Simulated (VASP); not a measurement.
A run of VASP 6.6.1 is set up as follows.

INCAR

```
SYSTEM = Rh
PREC     = Accurate       ! precision mode
ENCUT    = 520            ! plane-wave cutoff, eV
EDIFF    = 1E-6           ! SCF threshold, eV
ISMEAR   = 0              ! smearing method
SIGMA    = 0.15           ! smearing width, eV
LREAL    = .FALSE.        ! projectors in reciprocal space
LASPH    = .TRUE.         ! aspherical terms in the spheres
NELM     = 100            ! most SCF steps
ALGO     = Fast           ! electronic algorithm
ISIF     = 2              ! what is computed and relaxed
LWAVE    = .FALSE.        ! write WAVECAR
LCHARG   = .FALSE.        ! write CHGCAR
NBANDS   = 14             ! bands
```

File KPOINTS:

```
regular mesh
0
G
  24 24 24
  0 0 0
```

File POSCAR:

```
Rh
1.0
    0.0000000000      1.8708744746      1.9644181983
    1.8708744746      0.0000000000      1.9644181983
    1.8708744746      1.8708744746      0.0000000000
Rh
1
Direct
    0.0000000000      0.0000000000      0.0000000000
```

Potentials or basis: VASP PAW LDA potentials, release 64 (Rh_pv).

Run with:

```console
$ cat potpaw_LDA.64/Rh_pv/POTCAR > POTCAR
$ mpirun -np 1 vasp_std > vasp.out
```

Problem. What does it give for the band gap on the k mesh?

Solution. Zero (an odd number of electrons rules out a gap without spin polarisation).

Problem. Estimate the pressure.

Solution. -9.9 GPa.

Stress tensor (GPa, compression positive):
```
 -5.82   0.00   0.00
  0.00  -5.82   0.00
  0.00   0.00 -18.20
```

Caveat: the cell stands under tension.
